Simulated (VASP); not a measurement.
SiC:

```
CELL_PARAMETERS angstrom
3.09500 0.00000 0.00000
-1.54750 2.68035 0.00000
0.00000 0.00000 15.17000
ATOMIC_POSITIONS crystal
Si 0.66667 0.33333 0.45830
Si 0.33333 0.66667 0.95830
Si 0.66667 0.33333 0.79170
Si 0.33333 0.66667 0.29170
Si 0.00000 0.00000 0.62500
Si 0.00000 0.00000 0.12500
C 0.66667 0.33333 0.33330
C 0.33333 0.66667 0.83330
C 0.66667 0.33333 0.66670
C 0.33333 0.66667 0.16670
C 0.00000 0.00000 0.50000
C 0.00000 0.00000 0.00000
```

Base run:

```yaml
Program: VASP 6.6.1
Functional: revPBE
Potentials_or_basis: VASP PAW PBE potentials, release 64 (Si, C)
Cutoff: 520 eV
k_mesh: 10 × 10 × 2
Occupations: fermi-dirac, width 0.05 eV
Spin: no spin polarisation
```

Its results: band gap on the k mesh 2.03 eV (least direct gap 3.12 eV); pressure 2.2 GPa; largest force 0.141 eV/Å.

Question: After a change of settings the same cell gave: band gap on the k mesh 1.98 eV (least direct gap 3.08 eV); pressure -6.2 GPa; largest force 0.144 eV/Å. Which change was it?
A. functional from revPBE to PBE; further incar settings from ALGO = Normal; EDIFF = 1e-06; NBANDS = 36 to ALGO = Normal; EDIFF = 1e-07; NBANDS = 36
B. functional from revPBE to r2SCAN
C. functional from revPBE to BLYP; dispersion from none to D4
D. functional from revPBE to SVWN5

Answer: D.

SVWN5 binds more tightly than revPBE, so the same cell stands under less pressure.

Caveats: the PAW data sets were made with another functional, which shifts forces and pressure a little; the cell stands under tension (at least some runs).
